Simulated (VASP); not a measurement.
Input of a VASP 6.6.1 run:

Contents of POSCAR:

```
Cu
1.0
    1.2862921421     -4.1977318085      0.0000000000
    1.2862921421      4.1977318085      0.0000000000
    0.0000000000      0.0000000000      2.2213044968
Cu
2
Direct
    0.1338666500      0.8661333500      0.2500000000
    0.8661333500      0.1338666500      0.7500000000
```

The input INCAR.step1:

```
ALGO = Normal
EDIFF = 1E-4
ENCUT = 520
GGA = PE
ISMEAR = 0
LASPH = True
LCHARG = False
LREAL = False
LWAVE = True
NBANDS = 18
NELM = 100
PREC = Accurate
SIGMA = 0.15
```

The input INCAR.step2:

```
ALGO = Normal
EDIFF = 1E-6
ENCUT = 520
ISIF = 2
ISMEAR = 0
ISTART = 1
LASPH = True
LCHARG = False
LMIXTAU = True
LREAL = False
LWAVE = False
METAGGA = R2SCAN
NBANDS = 18
NELM = 100
PREC = Accurate
SIGMA = 0.15
```

The input KPOINTS:

```
k-points
0
Gamma
  22 22 22
```

Potentials or basis: VASP PAW PBE potentials, release 64 (Cu).

The run is started by

```bash
$ cat potpaw_PBE.64/Cu/POTCAR > POTCAR
$ cp INCAR.step1 INCAR
$ mpirun -np 1 vasp_std > vasp.out
$ cp INCAR.step2 INCAR
$ mpirun -np 1 vasp_std > vasp.out
```

What does it give for the band gap on the k mesh?

Zero (bands 11 and 12 overlap by 6.45 eV).

What does it give for the pressure?

7.8 GPa.

Predict the largest force.

0.056 eV/Å.

Stress tensor (GPa, compression positive):
```
-11.55   0.00   0.00
  0.00  -3.99   0.00
  0.00   0.00  38.85
```

Caveat: the stress differs along the axes, from -12 to 39 GPa; the PAW data sets were made with another functional, which shifts forces and pressure a little.
